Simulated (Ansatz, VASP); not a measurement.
## Two plane-wave programs on CoO

```
CELL_PARAMETERS angstrom
2.66025 0.00000 0.00000
0.00000 2.66025 0.00000
0.00000 0.00000 2.66025
ATOMIC_POSITIONS crystal
Co 0.00000 0.00000 0.00000
O 0.50000 0.50000 0.50000
```

Alike in both runs: task relaxation of cell and atoms; functional PBE; k mesh 10 × 10 × 10; occupations gaussian, width 0.02 eV; collinear spin; Hubbard terms Co d U = 3.32 eV.

|  | VASP | Ansatz |
| --- | --- | --- |
| version | VASP 6.6.1 | Ansatz 0.2.0 |
| potentials or method | VASP PAW PBE potentials, release 64 (Co, O), cutoff 600 eV | scalar-relativistic, plane waves, PAW |
| valence electrons in the cell | 15 | 23 |

```csv
,VASP,Ansatz,Ansatz less VASP
"gap on the k mesh at the Fermi level, each at its own relaxed structure (eV)",1.18,0.87,-0.316
net moment per atom (μB),1.50,1.50,0.000
size of the moment on the site where the two differ most (μB),2.69,2.61,-0.075
relaxed volume (Å³/atom),9.20,9.42,+0.219
relaxed length of the cell vector where the two differ most in proportion (Å),2.640,2.661,+0.0208
```

Site moments also hang on the region over which each program counts them. The programs project onto different local orbitals, so the same U acts differently, and such runs can settle in different states. VASP's potentials hold 15 valence electrons a cell and Ansatz's 23, so a difference there can come from the potentials and not from the codes.
